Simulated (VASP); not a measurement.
# BaTiO3 (P1) in VASP: single point with PBE

Aim: the single point of BaTiO3 with PBE.

Everything below comes from runs of VASP 6.6.1. Logs are shortened: lines on timing, memory, paths and dates and some standing lists are left out, and cuts for length are marked.

### 1 The cell of the first run

The typed cell holds 5 atoms: a = 3.993 Å, b = 3.993 Å, c = 4.034 Å, α = 90.29°, β = 89.43°, γ = 87.61°.

### 2 Single point, PBE (atoms moved at random and the cell strained at random)

INCAR reads:

```
PREC = Accurate
ENCUT = 520
EDIFF = 1E-7
ISMEAR = 0
SIGMA = 0.05
LREAL = False
LASPH = True
NELM = 60
ALGO = Normal
ISIF = 2
LWAVE = False
LCHARG = False
GGA = PE
NBANDS = 28
```

KPOINTS reads:

```
regular mesh
0
Gamma
  8 8 8
```

POSCAR reads:

```
BaTiO3
1.0
    3.9923124527      0.0832154270      0.0202002803
    0.0832154270      3.9925115396     -0.0104443960
    0.0202005289     -0.0104445245      4.0336610407
Ba Ti O
1 1 3
Direct
   -0.0006150713      0.0123240036     -0.0020330142
    0.5086556148      0.4960426344      0.5145866157
    0.4927182903      0.5014833437     -0.0173390294
    0.5045852197     -0.0154727888      0.5068183373
   -0.0053440535      0.5056228069      0.4979670905
```

Potentials or basis: VASP PAW PBE potentials, release 64 (Ba_sv, Ti_sv, O).

Started as:

```
cat potpaw_PBE.64/Ba_sv/POTCAR potpaw_PBE.64/Ti_sv/POTCAR potpaw_PBE.64/O/POTCAR > POTCAR
mpirun -np 1 vasp_std > vasp.out
```

OUTCAR:

```text
PREC = Accurate
   ENCUT = 520
   EDIFF = 1E-7
   ISMEAR = 0
   LREAL = False
   LASPH = True
   NELM = 60
   ISIF = 2
   GGA = PE

 ion  position               nearest neighbor table
   1  0.999  0.012  0.998-   3 2.75   3 2.78   5 2.81   4 2.81   4 2.82   5 2.83   3 2.83   4 2.84
                             5 2.85   5 2.86   4 2.89   3 2.93   2 3.34   2 3.39   2 3.42   2 3.46
   2  0.509  0.496  0.515-   3 1.89   5 1.94   4 1.95   4 2.04   5 2.05   3 2.15   1 3.34   1 3.39
                             1 3.42   1 3.46   1 3.50   1 3.54   1 3.55   1 3.57
   3  0.493  0.501  0.983-   2 1.89   2 2.15   1 2.75   1 2.78   1 2.83   1 2.93
   4  0.505  0.985  0.507-   2 1.95   2 2.04   1 2.81   1 2.82   1 2.84   1 2.89
   5  0.995  0.506  0.498-   2 1.94   2 2.05   1 2.81   1 2.83   1 2.85   1 2.86

  LATTYP: Found a triclinic cell.
 ALAT       =     6.8791225382
 B/A-ratio  =     0.5863720441
 C/A-ratio  =     0.5805089684
 COS(alpha) =     0.0050997506
 COS(beta)  =     0.5593193222
 COS(gamma) =     0.5951439379

  Lattice vectors:

 A1 = (   3.9292975546,  -3.9197406371,   4.0643057170)
 A2 = (   0.0202005289,  -0.0104445245,   4.0336610407)
 A3 = (  -0.0832154270,  -3.9925115396,   0.0104443960)

Analysis of symmetry for initial positions (statically):
=====================================================================
 Subroutine PRICEL returns:
 Original cell was already a primitive cell.

 Routine SETGRP: Setting up the symmetry group for a
 triclinic supercell.

 Subroutine GETGRP returns: Found  1 space group operations
 (whereof  1 operations were pure point group operations)
 out of a pool of  2 trial point group operations.

The static configuration has the point symmetry C_1 .

Analysis of symmetry for dynamics (positions and initial velocities):
=====================================================================
 Subroutine PRICEL returns:
 Original cell was already a primitive cell.

 Routine SETGRP: Setting up the symmetry group for a
 triclinic supercell.

 Subroutine GETGRP returns: Found  1 space group operations
 (whereof  1 operations were pure point group operations)
 out of a pool of  2 trial point group operations.

The dynamic configuration has the point symmetry C_1 .

 Subroutine INISYM returns: Found  1 space group operations
 (whereof  1 operations are pure point group operations),
 and found     1 'primitive' translations

----------------------------------------------------------------------------------------

                                     Primitive cell

  volume of cell :      64.2639

  direct lattice vectors                    reciprocal lattice vectors
     3.992312453  0.083215427  0.020200280     0.250596756 -0.005226476 -0.001268519
     0.083215427  3.992511540 -0.010444396    -0.005226476  0.250579607  0.000675010
     0.020200529 -0.010444524  4.033661041    -0.001268503  0.000675002  0.247921842

  length of vectors
     3.993230719  3.993392328  4.033725144     0.250654462  0.250635016  0.247926006

  position of ions in fractional coordinates (direct lattice)
     0.999384929  0.012324004  0.997966986
     0.508655615  0.496042634  0.514586616
     0.492718290  0.501483344  0.982660971
     0.504585220  0.984527211  0.506818337
     0.994655947  0.505622807  0.497967090

  ion indices of the primitive-cell ions
   primitive index   ion index
                 1           1
                 2           2
                 3           3
                 4           4
                 5           5

----------------------------------------------------------------------------------------

 KPOINTS: regular mesh

Automatic generation of k-mesh.
 Grid dimensions read from file:
 generate k-points for:    8    8    8

 Generating k-lattice:

  Cartesian coordinates                     Fractional coordinates (reciprocal lattice)
     0.031324594 -0.000653309 -0.000158565     0.125000000  0.000000000  0.000000000
    -0.000653309  0.031322451  0.000084376     0.000000000  0.125000000 -0.000000000
    -0.000158563  0.000084375  0.030990230     0.000000000 -0.000000000  0.125000000

  Length of vectors
     0.031331808  0.031329377  0.030990751

  Shift w.r.t. Gamma in fractional coordinates (k-lattice)
     0.000000000  0.000000000  0.000000000

 Subroutine IBZKPT returns following result:
 ===========================================

 Found    260 irreducible k-points:

 Following reciprocal coordinates:
            Coordinates               Weight
  0.000000  0.000000  0.000000      1.000000
  0.125000 -0.000000  0.000000      2.000000
  0.250000 -0.000000  0.000000      2.000000
  0.375000 -0.000000 -0.000000      2.000000
  0.500000 -0.000000  0.000000      1.000000
  0.000000  0.125000 -0.000000      2.000000
[... 16 lines left out ...]
  0.125000  0.375000  0.000000      2.000000
  0.250000  0.375000  0.000000      2.000000
 [... further k-points ...]
   k-points           NKPTS =    260   k-points in BZ     NKDIM =    260   number of bands    NBANDS=     28
   number of dos      NEDOS =    301   number of ions     NIONS =      5
   total plane-waves  NPLWV =  27000
   dimension x,y,z NGX =    30 NGY =   30 NGZ =   30
   dimension x,y,z NGXF=    60 NGYF=   60 NGZF=   60
   ions per type =               1   1   3
   NGX,Y,Z   is equivalent  to a cutoff of  12.49, 12.49, 12.36 a.u.
   NGXF,Y,Z  is equivalent  to a cutoff of  24.98, 24.98, 24.73 a.u.
 SYSTEM =  unknown system
   PREC   = accura    normal or accurate (medium, high low for compatibility)
   ISTART =      0    job   : 0-new  1-cont  2-samecut
   ICHARG =      2    charge: 1-file 2-atom 10-const
   ISPIN  =      1    spin polarized calculation?
   LNONCOLLINEAR =      F non collinear calculations
   LSORBIT =      F    spin-orbit coupling
   LASPH  =      T    aspherical Exc in radial PAW
   ENCUT  =  520.0 eV  38.22 Ry    6.18 a.u.   7.42  7.43  7.50*2*pi/ulx,y,z
   NELM   =     60;   NELMIN=  2; NELMDL= -5     # of ELM steps
   EDIFF  = 0.1E-06   stopping-criterion for ELM
   LREAL  =      F    real-space projection
   EDIFFG = 0.1E-05   stopping-criterion for IOM
   NSW    =      0    number of steps for IOM
   IBRION =     -1    ionic relax: 0-MD 1-quasi-New 2-CG
   NFREE  =      0    steps in history (QN), initial steepest desc. (CG)
   ISIF   =      2    stress and relaxation
   ISYM   =      2    0-nonsym 1-usesym 2-fastsym
   POTIM  = 0.5000    time-step for ionic-motion
   TEBEG  =    0.0;   TEEND  =   0.0 temperature during run
   PSTRESS=    0.0 pullay stress
   NELECT =      40.0000    total number of electrons
   NUPDOWN=      -1.0000    fix difference up-down
   EMIN   =  10.00;   EMAX   =-10.00  energy-range for DOS
   EFERMI =   0.00;   METHOD = LEGACY
   ISMEAR =     0;   SIGMA  =   0.05  broadening in eV -4-tet -1-fermi 0-gaus
   EFERMI_NEDOS =   21; number of points for ismear=-14 and -15
   IALGO  =     38    algorithm
   IMIX   =      4    mixing-type and parameters
     AMIX     =   0.40;   BMIX     =  1.00
     AMIX_MAG =   1.60;   BMIX_MAG =  1.00
  volume/ion in A,a.u.               =      12.85        86.73
  Fermi-wavevector in a.u.,A,eV,Ry     =   1.397781  2.641423 26.582946  1.953791
  Thomas-Fermi vector in A             =   2.521003
   LORBIT       =      0    0 simple, 1 ext, 2 COOP (PROOUT), +10 PAW based schemes
   GGA     = PE    functional components
   LHFCALC =     F    Hartree Fock is set to
   AEXX    =    0.0000 exact exchange contribution
   IVDW    =     0    specifies the selected vdW correction
   LEPSILON=     F    determine dielectric tensor
   LRPA    =     F    only Hartree local field effects (RPA)
 non-spin polarized calculation
 Gauss-broadening in eV      SIGMA  =   0.05
  energy-cutoff  :      520.00
  volume of cell :       64.26
 maximum number of plane-waves:      1755
 NGX is ok and might be reduce to    30
   NGX = 15   NGY = 15   NGZ = 15

 number of electron      39.9999999 magnetization

 Free energy of the ion-electron system (eV)
  ---------------------------------------------------
  ext. energy  EPLUGINS =         0.00000000
  ---------------------------------------------------
  free energy    TOTEN  =       -39.87864701 eV

  energy without entropy =      -39.87864701  energy(sigma->0) =      -39.87864701

 E-fermi :   4.1332     XC(G=0): -11.2385

 val. band max:        3.8938088217   @ k =   0.5000   0.5000   0.5000
 cond. band min:       5.6789986483   @ k =   0.0000   0.0000   0.0000
 fundamental gap:      1.7851898266
 Fermi energy:         4.1332254293

 k-point     1 :       0.0000    0.0000    0.0000
  band No.  band energies     occupation
      1     -52.7128      2.00000
      2     -28.9643      2.00000
      3     -28.9462      2.00000
      4     -28.9137      2.00000
      5     -21.0267      2.00000
      6     -13.0664      2.00000
[... 20 lines left out ...]
     27       8.9273      0.00000
     28      11.1150      0.00000

 k-point     2 :       0.1250   -0.0000    0.0000
  band No.  band energies     occupation
      1     -52.7127      2.00000
      2     -28.9644      2.00000
      3     -28.9500      2.00000
      4     -28.9172      2.00000
      5     -21.0094      2.00000
      6     -13.0732      2.00000
[... 20 lines left out ...]
     27       9.2270      0.00000
     28      11.4858      0.00000

 k-point     3 :       0.2500   -0.0000    0.0000
  band No.  band energies     occupation
      1     -52.7123      2.00000
      2     -28.9687      2.00000
      3     -28.9587      2.00000
      4     -28.9220      2.00000
      5     -20.9670      2.00000
      6     -13.1370      2.00000
[... 20 lines left out ...]
     27       9.9937      0.00000
     28      12.1606      0.00000

 k-point     4 :       0.3750   -0.0000   -0.0000
  band No.  band energies     occupation
      1     -52.7119      2.00000
      2     -28.9829      2.00000
      3     -28.9603      2.00000
      4     -28.9239      2.00000
      5     -20.9237      2.00000
      6     -13.2428      2.00000
[... 578 lines left out ...]
     27      10.9378      0.00000
     28      12.0414      0.00000

 k-point    23 :       0.1250    0.3750    0.0000
  band No.  band energies     occupation
      1     -52.7118      2.00000
      2     -28.9834      2.00000
      3     -28.9595      2.00000
      4     -28.9312      2.00000
      5     -20.9134      2.00000
      6     -13.1756      2.00000
[... 20 lines left out ...]
     27      11.1689      0.00000
     28      12.2783      0.00000

 k-point    24 :       0.2500    0.3750    0.0000
  band No.  band energies     occupation
      1     -52.7114      2.00000
      2     -28.9849      2.00000
      3     -28.9587      2.00000
      4     -28.9473      2.00000
      5     -20.8848      2.00000
      6     -13.0139      2.00000
[... 20 lines left out ...]
     27      11.9346      0.00000
     28      12.4263      0.00000

 [... further k-points ...]
[... 5 lines left out ...]
  --------------------------------------------------------------------------------------
  -------------------------------------------------------------------------------------
  Total        2.1547950      2.1025034      1.9432526     -2.1422318      0.1208574     -0.4253827
  in kB       53.7216515     52.4179573     48.4476421    -53.4084349      3.0131204    -10.6053058
  external PRESSURE =      51.5290836 kB  Pullay stress =       0.0000000 kB

 VOLUME and BASIS-vectors are now :
 -----------------------------------------------------------------------------
  energy-cutoff  :      520.00
  volume of cell :       64.26
      direct lattice vectors                 reciprocal lattice vectors
     3.992312453  0.083215427  0.020200280     0.250596756 -0.005226476 -0.001268519
     0.083215427  3.992511540 -0.010444396    -0.005226476  0.250579607  0.000675010
     0.020200529 -0.010444524  4.033661041    -0.001268503  0.000675002  0.247921842

 POSITION                                       TOTAL-FORCE (eV/Angst)
 -----------------------------------------------------------------------------------
      4.01104      0.12194      4.04552         0.150362     -0.418508      0.183391
      2.08239      2.01741      2.08076        -0.006848      0.453885      0.203243
      2.02867      2.03292      3.96844         0.036051     -0.278205      0.268756
      2.10663      3.96743      2.04424        -0.206378      0.657903     -0.417465
      4.02311      2.09627      2.02344         0.026813     -0.415074     -0.237924
 -----------------------------------------------------------------------------------
    total drift:                                0.000271      0.000163      0.000003

  FREE ENERGIE OF THE ION-ELECTRON SYSTEM (eV)
  ---------------------------------------------------
  free  energy   TOTEN  =       -39.8786470123 eV

  energy  without entropy=      -39.8786470123  energy(sigma->0) =      -39.87864701
```

Wall time 12 min (1 thread of Intel Xeon 8259CL, shared host); peak memory 0.53 GiB.

What came out:

```
Free energy            : -39.8786 eV
Pressure               : 5.2 GPa
Largest force          : 0.806 eV/Å
Band gap on the k mesh : 1.79 eV (least direct gap 1.94 eV)
```

Forces on the atoms (eV/Å):
```
Ba   0.150 -0.419  0.183
Ti  -0.007  0.454  0.203
O    0.036 -0.278  0.269
O   -0.206  0.658 -0.417
O    0.027 -0.415 -0.238
```

Caveat: the cell differs from its parent crystal (atoms moved at random and the cell strained at random); the cell stands under pressure; spin-orbit coupling is left out, which moves the levels of the heavy elements.
